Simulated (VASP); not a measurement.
# GaN in VASP: further runs, part 2 of 2

VASP 6.6.1. The steps go on from the part before.

## Step 4: Electric field gradients, PBE (equal xy, yz and zx shear strains of -1 %)

The input, INCAR:

```
PREC = Accurate ; ENCUT = 520
EDIFF = 1E-8 ; ISMEAR = -1
SIGMA = 0.02 ; LREAL = False
LASPH = True ; NELM = 60
ALGO = Normal ; ISIF = 2
LWAVE = False ; LCHARG = False
GGA = PE ; LEFG = True
NBANDS = 16
```

The input, KPOINTS:

```
regular mesh
0
Gamma
  13 13 13
```

The input, POSCAR:

```
GaN
1.0
   -0.0199250000      1.9825375000      1.9825375000
    1.9825375000     -0.0199250000      1.9825375000
    1.9825375000      1.9825375000     -0.0199250000
Ga N
1 1
Direct
    0.5000000000      0.5000000000      0.5000000000
    0.0000000000      0.0000000000      0.0000000000
```

Potentials or basis: VASP PAW PBE potentials, release 64 (Ga_d, N).

Started as:

```
$ cat potpaw_PBE.64/Ga_d/POTCAR potpaw_PBE.64/N/POTCAR > POTCAR
$ mpirun -np 1 vasp_std > vasp.out
```

OUTCAR:

```text
PREC = Accurate
   ENCUT = 520
   EDIFF = 1E-8
   ISMEAR = -1
   LREAL = False
   LASPH = True
   NELM = 60
   ISIF = 2
   GGA = PE

 ion  position               nearest neighbor table
   1  0.500  0.500  0.500-   2 1.99   2 1.99   2 1.99   2 1.99   2 1.99   2 1.99
   2  0.000  0.000  0.000-   1 1.99   1 1.99   1 1.99   1 1.99   1 1.99   1 1.99

  LATTYP: Found a trigonal (rhomboedric) cell.
 ALAT       =     2.8038022190
 COS(alpha) =     0.4899250057

  Lattice vectors:

 A1 = (  -0.0199250000,   1.9825375000,   1.9825375000)
 A2 = (   1.9825375000,  -0.0199250000,   1.9825375000)
[... 669 lines left out ...]
  free  energy   TOTEN  =       -10.5315922064 eV

  energy  without entropy=      -10.5315922063  energy(sigma->0) =      -10.53159221

 Electric field gradients (V/A^2)
---------------------------------------------------------------------
 ion       V_xx      V_yy      V_zz      V_xy      V_xz      V_yz
---------------------------------------------------------------------
   1      -0.000    -0.000     0.000     1.050     1.050     1.050
   2      -0.000    -0.000    -0.000    -2.409    -2.409    -2.409
---------------------------------------------------------------------

 Electric field gradients after diagonalization (V/A^2)
 (convention: |V_zz| > |V_xx| > |V_yy|)
----------------------------------------------------------------------
 ion       V_xx      V_yy      V_zz     asymmetry (V_yy - V_xx)/ V_zz
----------------------------------------------------------------------
   1      -1.050    -1.050     2.100       0.000
   2       2.409     2.409    -4.818       0.000
----------------------------------------------------------------------

           NMR quadrupolar parameters

 Cq : quadrupolar parameter    Cq=e*Q*V_zz/h
 eta: asymmetry parameters     (V_yy - V_xx)/ V_zz
 Q  : nuclear electric quadrupole moment in mb (millibarn)
----------------------------------------------------------------------
 ion       Cq(MHz)       eta       Q (mb)
----------------------------------------------------------------------
   1       0.005       0.000       1.000
   2      -0.012       0.000       1.000
----------------------------------------------------------------------
```

OSZICAR:

```text
N       E                     dE             d eps       ncg     rms          rms(c)
DAV:   1     0.759305132030E+02    0.75931E+02   -0.88929E+03  8208   0.224E+03
DAV:   2    -0.839129374282E+01   -0.84322E+02   -0.78597E+02  8344   0.334E+02
DAV:   3    -0.125763048559E+02   -0.41850E+01   -0.41692E+01  8592   0.631E+01
DAV:   4    -0.126104862612E+02   -0.34181E-01   -0.34177E-01  8960   0.582E+00
DAV:   5    -0.126108129394E+02   -0.32668E-03   -0.32667E-03  9008   0.535E-01    0.799E+00
DAV:   6    -0.105653830247E+02    0.20454E+01   -0.40167E+00 10800   0.470E+01    0.253E+00
DAV:   7    -0.105466770947E+02    0.18706E-01   -0.34907E-01  8840   0.565E+00    0.168E+00
DAV:   8    -0.105336095260E+02    0.13068E-01   -0.26124E-02  9808   0.324E+00    0.370E-01
DAV:   9    -0.105316385750E+02    0.19710E-02   -0.72676E-03  9920   0.288E+00    0.901E-02
DAV:  10    -0.105315939800E+02    0.44595E-04   -0.34395E-04  8128   0.226E-01    0.469E-02
DAV:  11    -0.105315906467E+02    0.33332E-05   -0.10179E-04  9256   0.175E-01    0.263E-02
DAV:  12    -0.105315923689E+02   -0.17222E-05   -0.68259E-06  8160   0.274E-02    0.110E-02
DAV:  13    -0.105315922355E+02    0.13346E-06   -0.11951E-07  9432   0.612E-03    0.603E-03
DAV:  14    -0.105315922077E+02    0.27745E-07   -0.12140E-07  9136   0.423E-03    0.340E-04
DAV:  15    -0.105315922064E+02    0.13461E-08   -0.65694E-09  4744   0.797E-04
   1 F= -.10531592E+02 E0= -.10531592E+02  d E =-.247811E-10
```

stdout:

```text
POSCAR found type information on POSCAR GaN
 POSCAR found :  2 types and       2 ions
 scaLAPACK will be used
 LDA part: xc-table for (Slater+PW92), standard interpolation
 POSCAR, INCAR and KPOINTS ok, starting setup
 FFT: planning ... GRIDC
 FFT: planning ... GRID_SOFT
 FFT: planning ... GRID
 WAVECAR not read
 entering main loop
ion   1

ion   2
```

Run time: 27 s. Hardware: 1 thread of Intel Xeon 6975P-C (Granite Rapids), shared host; peak memory 0.18 GiB.

What came out:

```
Free energy                             : -10.5316 eV
Pressure                                : 70.3 GPa
Band gap on the k mesh                  : 1.86 eV (least direct gap 5.05 eV)
Largest electric field gradient by atom : Ga +2.1; N -4.8 V/Å²
```

Stress tensor (GPa, compression positive):
```
70.32  2.60  2.60
 2.60 70.32  2.60
 2.60  2.60 70.32
```

Electric field gradients, principal values (V/Å²):
```csv
atom,least,middle,greatest (by size)
1 Ga,-1.050,-1.050,2.100
2 N,2.409,2.409,-4.818
```

Caveat: the cell differs from its parent crystal (equal xy, yz and zx shear strains of -1 %); the cell stands under pressure; without QUAD_EFG the Cq values of the log hold for a quadrupole moment of 1 mb, not for the nuclei; an odd mesh through Γ misses points on the zone boundary, where band edges can lie.

## Step 5: Summary

| cell | gap on the mesh (eV) | pressure (GPa) |
| --- | --- | --- |
| a = 2.846, b = 2.846, c = 2.874 Å, angles 59.7, 59.7, 60.7°, 2 atoms | 1.46 | 52.4 |
| a = 2.860, b = 2.860, c = 2.902 Å, angles 59.5, 59.5, 61.0°, 2 atoms | 1.26 | 44.7 |
| a = 2.804 Å, angles 60.7°, 2 atoms | 1.86 | 70.3 |

Alike in all rows: task electric field gradients; level PBE; potentials or basis VASP PAW PBE potentials, release 64 (Ga_d, N); no spin polarisation; k mesh 13 × 13 × 13; cutoff (eV) 520; smearing fermi-dirac 0.02 eV.

Caveats: the cell stands under pressure; an odd mesh through Γ misses points on the zone boundary, where band edges can lie.

Total energies depend on the potentials used, so only differences within one code and one set of settings carry meaning.
